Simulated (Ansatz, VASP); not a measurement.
ScAl2: VASP beside Ansatz

The input INCAR:

```
SYSTEM = ScAl2
ALGO = Fast
EDIFF = 1E-6
ENCUT = 520
GGA = PS
ISIF = 2
ISMEAR = 0
LASPH = .True.
LCHARG = .False.
LREAL = .False.
LWAVE = .False.
NBANDS = 26
NELM = 60
PREC = Accurate
SIGMA = 0.1
```

File KPOINTS:

```
k-points
0
Gamma
  8 8 8
  0 0 0
```

The input POSCAR:

```
ScAl2
1.0
    0.0000000000      3.8372133647      3.8372133647
    3.8372133647      0.0000000000      3.8372133647
    3.8372133647      3.8372133647      0.0000000000
Sc Al
2 4
Direct
    0.5000000000      0.5000000000      0.5000000000
    0.7500000000      0.7500000000      0.7500000000
    0.1250000000      0.1250000000      0.1250000000
    0.6250000000      0.1250000000      0.1250000000
    0.1250000000      0.6250000000      0.1250000000
    0.1250000000      0.1250000000      0.6250000000
```

Input for Ansatz:

```yaml
crystal:
  lattice:
    - [0.0, 3.8372133647, 3.8372133647]
    - [3.8372133647, 0.0, 3.8372133647]
    - [3.8372133647, 3.8372133647, 0.0]
  atoms:
    - { symbol: Sc, position: [0.5, 0.5, 0.5] }
    - { symbol: Sc, position: [0.75, 0.75, 0.75] }
    - { symbol: Al, position: [0.125, 0.125, 0.125] }
    - { symbol: Al, position: [0.625, 0.125, 0.125] }
    - { symbol: Al, position: [0.125, 0.625, 0.125] }
    - { symbol: Al, position: [0.125, 0.125, 0.625] }
basis:
  ecutwfc: 420
kpoints:
  mp_grid: { grid: [8, 8, 8] }
hamiltonian:
  xc: pbesol
scf:
  occupations: { method: gaussian, width: 0.1 }
output:
  forces: true
  stress: true
  eigenvalues: true
```

Alike in both runs: task single point; functional PBEsol; k mesh 8 × 8 × 8; occupations gaussian, width 0.1 eV; no spin polarisation.

|  | VASP | Ansatz |
| --- | --- | --- |
| version | VASP 6.6.1 | Ansatz 0.2.0 |
| potentials or method | VASP PAW PBE potentials, release 64 (Sc_sv, Al), cutoff 520 eV | scalar-relativistic, plane waves, PAW |
| valence electrons in the cell | 34 | 34 |

|  | VASP | Ansatz | Ansatz less VASP |
| --- | --- | --- | --- |
| gap on the k mesh at the Fermi level (eV) | none | none | - |
| pressure (GPa) | -4.7 | -4.8 | -0.06 |

VASP's potentials were made for PBE, not for PBEsol. A gap of «none» marks a metal or a gap that the smearing closes.
